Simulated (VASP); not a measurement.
A run of VASP 6.6.1:

File INCAR:

```
ALGO = Normal
EDIFF = 1E-6
ENCUT = 590
GGA = CA
GGA_COMPAT = F
ISIF = 2
ISMEAR = 0
ISPIN = 2
LASPH = T
LCHARG = F
LDAU = T
LDAUJ = 0
LDAUL = 2
LDAUPRINT = 1
LDAUTYPE = 2
LDAUU = 4.2
LMAXMIX = 4
LORBIT = 11
LREAL = F
LWAVE = F
MAGMOM = 0.49
NBANDS = 19
NELM = 200
NUPDOWN = 0.49
PREC = Accurate
SIGMA = 0.05
```

The input KPOINTS:

```
k-points
0
Gamma
  15 15 15
```

POSCAR

```
Ni
1.0
    0.0000000000      1.7810000000      1.7810000000
    1.7810000000      0.0000000000      1.7810000000
    1.7810000000      1.7810000000      0.0000000000
Ni
1
Direct
    0.0000000000      0.0000000000      0.0000000000
```

Potentials or basis: VASP PAW LDA potentials, release 64 (Ni_sv_GW).

Command:

```sh
$ cat potpaw_LDA.64/Ni_sv_GW/POTCAR > POTCAR
$ mpirun -np 1 vasp_std > vasp.out
```

Hardware: 1 thread of Intel(R) Xeon(R) Platinum 8259CL CPU @ 2.50GHz (Skylake/Cascade Lake), with other jobs on the host.

Estimate the wall time of this run.

It took 64 s on 1 thread of Intel(R) Xeon(R) Platinum 8259CL CPU @ 2.50GHz (Skylake/Cascade Lake), with other jobs on the host, peak memory 0.17 GiB. Counts: scf iterations 14, k points 120.
